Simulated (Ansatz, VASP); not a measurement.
## BP in VASP and in Ansatz

File INCAR:

```
PREC = Accurate
ENCUT = 500
EDIFF = 1E-6
ISMEAR = 0
SIGMA = 0.01
LREAL = F
LASPH = T
NELM = 120
ALGO = Normal
ISIF = 2
LWAVE = F
LCHARG = T
GGA = PS
LELF = T
LVHAR = T
NBANDS = 11
GGA_COMPAT = F
```

Contents of KPOINTS:

```
regular mesh
0
Gamma
  8 8 8
```

The input POSCAR:

```
BP
1.0
    0.0000000000      2.2601345582      2.2601345582
    2.2601345582      0.0000000000      2.2601345582
    2.2601345582      2.2601345582      0.0000000000
B P
1 1
Direct
    0.0000000000      0.0000000000      0.0000000000
    0.2500000000      0.2500000000      0.2500000000
```

Input for Ansatz:

```yaml
crystal:
  lattice:
    - [0.0, 2.2601345582, 2.2601345582]
    - [2.2601345582, 0.0, 2.2601345582]
    - [2.2601345582, 2.2601345582, 0.0]
  atoms:
    - { symbol: B, position: [0.0, 0.0, 0.0] }
    - { symbol: P, position: [0.25, 0.25, 0.25] }
basis:
  ecutwfc: 420
kpoints:
  mp_grid: { grid: [8, 8, 8] }
  band_path:
    path:
      - [0.0, 0.0, 0.0]
      - [0.0, 0.0, 0.0]
      - [0.0, 0.0, 0.0]
      - [0.0, 0.0, 0.0]
      - [0.0, 0.0, 0.0]
      - [0.0, 0.0, 0.0]
      - [0.0, 0.0, 0.0]
      - [0.0, 0.0, 0.0]
      - [0.0, 0.0, 0.0]
      - [0.0, 0.0, 0.0]
      - [0.0, 0.0, 0.0]
      - [0.0, 0.0, 0.0]
      - [0.0, 0.0, 0.0]
      - [0.0, 0.0, 0.0]
      - [0.0, 0.0, 0.0]
      - [0.0, 0.0, 0.0]
      - [0.0, 0.0, 0.0]
      - [0.0, 0.0, 0.0]
      - [0.0, 0.0, 0.0]
      - [0.0, 0.0, 0.0]
      - [0.0, 0.0, 0.0]
      - [0.0, 0.0, 0.0]
      - [0.0, 0.0, 0.0]
      - [0.0, 0.0, 0.0]
      - [0.0, 0.0, 0.0]
      - [0.0, 0.0, 0.0]
      - [0.3, 0.3, 0.0]
      - [0.3166666667, 0.3166666667, 0.0]
      - [0.3333333333, 0.3333333333, 0.0]
      - [0.35, 0.35, 0.0]
      - [0.3666666667, 0.3666666667, 0.0]
      - [0.3833333333, 0.3833333333, 0.0]
      - [0.4, 0.4, 0.0]
      - [0.4166666667, 0.4166666667, 0.0]
      - [0.4333333333, 0.4333333333, 0.0]
      - [0.45, 0.45, 0.0]
      - [0.4666666667, 0.4666666667, 0.0]
      - [0.4833333333, 0.4833333333, 0.0]
      - [0.5, 0.5, 0.0]
      - [0.5, 0.5, 0.5]
      - [0.5, 0.5, 0.5]
      - [0.5, 0.5, 0.5]
      - [0.5, 0.5, 0.5]
      - [0.5, 0.5, 0.5]
      - [0.5, 0.5, 0.5]
      - [0.5, 0.5, 0.5]
      - [0.5, 0.5, 0.5]
      - [0.5, 0.5, 0.5]
      - [0.5, 0.5, 0.5]
      - [0.5, 0.5, 0.5]
      - [0.5, 0.5, 0.5]
      - [0.5, 0.5, 0.5]
    npoints: 1
hamiltonian:
  xc: pbesol
  pseudopotentials: { kind: paw, azcp: { folder: soft_1 } }
scf:
  occupations: { method: fixed }
  n_extra_bands: 5
output:
  eigenvalues: true
```

Alike in both runs: task single point; functional PBEsol; k mesh 8 × 8 × 8; no spin polarisation.

|  | VASP | Ansatz |
| --- | --- | --- |
| version | VASP 6.6.1 | Ansatz 0.2.0 |
| potentials or method | VASP PAW PBE potentials, release 64 (B, P), cutoff 500 eV | scalar-relativistic, plane waves, PAW |
| occupations | gaussian, width 0.01 eV | fixed |
| valence electrons in the cell | 8 | 8 |

```csv
,VASP,Ansatz,Ansatz less VASP
gap on the k mesh at the Fermi level (eV),1.15,1.15,+0.004
least direct gap on the mesh (eV),3.37,3.38,+0.006
```

VASP's potentials were made for PBE, not for PBEsol, and Ansatz warns of the same on its side.
